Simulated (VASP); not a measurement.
Runs of VASP 6.6.1 on LiBr. The structure is that of space group Fm-3m (No. 225), or close to it. The cells are those of the table. 

```tsv
cell	pressure (GPa)	moment (μB)
a = 3.934 Å, angles 60.0, 60.0, 90.0°, 2 atoms	-2.0	0.00
a = 3.690 Å, angles 60.0, 60.0, 90.0°, 2 atoms	4.0	0.00
a = 3.750 Å, angles 60.0, 60.0, 90.0°, 2 atoms	(a)	0.00
a = 3.827 Å, angles 60.0, 60.0, 90.0°, 2 atoms	0.0	0.00
```

Alike in all rows: task single point; level PBEsol; potentials or basis VASP PAW PBE potentials, release 64 (Li_sv, Br); spin non-collinear, zero start, SOC; k mesh 8 × 8 × 8; cutoff (eV) 750; smearing gaussian 0.01 eV.

Fill in the values left out.

(a) 2.0.

Caveats: the PAW data sets were made with another functional, which shifts forces and pressure a little; the cell stands under pressure (at least some runs).
